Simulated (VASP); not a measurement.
Runs of VASP 6.6.1 on Ru. The structure is that of space group I4/mmm (No. 139), or close to it. The cells are those of the table. 

| cell | gap on the mesh (eV) | pressure (GPa) |
| --- | --- | --- |
| a = 2.576, b = 2.576, c = 2.708 Å, angles 58.3, 58.3, 63.4°, 1 atom | none | 36.1 |
| a = 2.609, b = 2.609, c = 2.708 Å, angles 58.7, 58.7, 62.5°, 1 atom | none | 23.3 |
| a = 2.847, b = 2.847, c = 2.708 Å, angles 61.6, 61.6, 56.8°, 1 atom | none | (a) |
| a = 2.641, b = 2.641, c = 2.708 Å, angles 59.2, 59.2, 61.7°, 1 atom | none | 12.3 |

Alike in all rows: task single point; level PBE; potentials or basis VASP PAW PBE potentials, release 64 (Ru_pv); no spin polarisation; k mesh 22 × 22 × 22; cutoff (eV) 520; smearing gaussian 0.15 eV.

Question: Fill in the values left out.

Answer: (a) -24.8.

Caveats: the cell stands under pressure (at least some runs); the cell stands under tension (at least some runs).

A k mesh can miss the band edges, and the runs leave out spin-orbit coupling on Ru.

A gap of «none» marks levels without a gap at the run's occupations.
